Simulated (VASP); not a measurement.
The system is SiC (Moissanite 6H).

```
Si C
1.0
     3.15570    0.00000    0.00000
    -1.57785    2.73292    0.00000
     0.00000    0.00000   15.46753
Si C
6 6
Direct
  0.66667 0.33333 0.45830
  0.33333 0.66667 0.95830
  0.66667 0.33333 0.79170
  0.33333 0.66667 0.29170
  0.00000 0.00000 0.62500
  0.00000 0.00000 0.12500
  0.66667 0.33333 0.33330
  0.33333 0.66667 0.83330
  0.66667 0.33333 0.66670
  0.33333 0.66667 0.16670
  0.00000 0.00000 0.50000
  0.00000 0.00000 0.00000
```

Base run:

- Program: VASP 6.6.1
- Functional: PBE
- Potentials or basis: VASP PAW PBE potentials, release 64 (Si, C)
- Cutoff: 520 eV
- k mesh: 10 × 10 × 2
- Occupations: fermi-dirac, width 0.05 eV
- Spin: no spin polarisation

Its results: band gap on the k mesh 2.04 eV, indirect (least direct gap 3.11 eV); pressure -10.9 GPa; largest force 0.133 eV/Å.

Q: After a change of settings the same cell gave: band gap on the k mesh 1.92 eV, indirect (least direct gap 3.00 eV); pressure -13.7 GPa; largest force 0.134 eV/Å. Which change was it?
A. functional from PBE to BLYP; dispersion from none to D4
B. functional from PBE to PBEsol
C. further incar settings from ALGO = Normal; EDIFF = 1e-07; NBANDS = 36 to ALGO = Normal; EDIFF = 1e-06; NBANDS = 36
D. functional from PBE to BLYP; further incar settings from ALGO = Normal; EDIFF = 1e-07; NBANDS = 36 to ALGO = Normal; EDIFF = 1e-06; NBANDS = 36

A: B.

PBEsol binds more tightly than PBE, so the same cell stands under less pressure.

Caveats: the PAW data sets were made with another functional, which shifts forces and pressure a little (some runs).
